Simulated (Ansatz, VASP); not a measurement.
**Two plane-wave programs on MgCd3O4**

INCAR

```
SYSTEM = MgCd3O4
PREC = Accurate
ENCUT = 520
EDIFF = 1E-6
ISMEAR = 0
SIGMA = 0.2
LREAL = .FALSE.
LASPH = .TRUE.
NELM = 60
ALGO = Normal
ISIF = 2
LWAVE = .FALSE.
LCHARG = .FALSE.
GGA = PE
NBANDS = 41
```

Contents of KPOINTS:

```
regular mesh
0
G
  6 4 4
  0 0 0
```

Contents of POSCAR:

```
MgCd3O4
1.0
    0.0000000000      0.0000000000      3.2862608000
    3.3001728000     -4.6678028000      0.0000000000
    3.3001728000      4.6678028000      0.0000000000
Mg Cd O
1 3 4
Direct
    0.5000000000      0.5000000000      0.5000000000
    0.0000000000      1.0000000000      0.5000000000
    0.5000000000      0.0000000000      0.0000000000
    0.0000000000      0.5000000000      1.0000000000
    0.0000000000      0.7316240000      0.7316240000
    0.5000000000      0.7359300000      0.2640700000
    0.5000000000      0.2640700000      0.7359300000
    0.0000000000      0.2683760000      0.2683760000
```

Input for Ansatz:

```yaml
crystal:
  lattice:
    - [0.0, 0.0, 3.2862608]
    - [3.3001728, -4.6678028, 0.0]
    - [3.3001728, 4.6678028, 0.0]
  atoms:
    - { symbol: Mg, position: [0.5, 0.5, 0.5] }
    - { symbol: Cd, position: [0.0, 1.0, 0.5] }
    - { symbol: Cd, position: [0.5, 0.0, 0.0] }
    - { symbol: Cd, position: [0.0, 0.5, 1.0] }
    - { symbol: O, position: [0.0, 0.731624, 0.731624] }
    - { symbol: O, position: [0.5, 0.73593, 0.26407] }
    - { symbol: O, position: [0.5, 0.26407, 0.73593] }
    - { symbol: O, position: [0.0, 0.268376, 0.268376] }
basis:
  ecutwfc: 420
kpoints:
  mp_grid: { grid: [6, 4, 4] }
hamiltonian:
  xc: pbe
scf:
  occupations: { method: gaussian, width: 0.2 }
  lower_state_search: "off"
output:
  forces: true
  stress: true
  eigenvalues: true
```

Alike in both runs: task single point; functional PBE; k mesh 6 × 4 × 4; occupations gaussian, width 0.2 eV; no spin polarisation.

```csv
,VASP,Ansatz
version,VASP 6.6.1,Ansatz 0.2.0
potentials or method,"VASP PAW PBE potentials, release 64 (Mg, Cd, O), cutoff 520 eV","scalar-relativistic, plane waves, PAW"
valence electrons in the cell,62,94
```

```csv
,VASP,Ansatz,Ansatz less VASP
gap on the k mesh at the Fermi level (eV),none,none,-
pressure (GPa),1.0,0.0,-0.94
rms of the force components (eV/Å),0.028,0.001,-0.0268
```

Atom by atom the forces differ by 0.027 eV/Å (rms over components). A gap of «none» marks a metal or a gap that the smearing closes. With one functional, cell and mesh, what is left measures potentials, basis and numerics. VASP's potentials hold 62 valence electrons a cell and Ansatz's 94, so a difference there can come from the potentials and not from the codes.
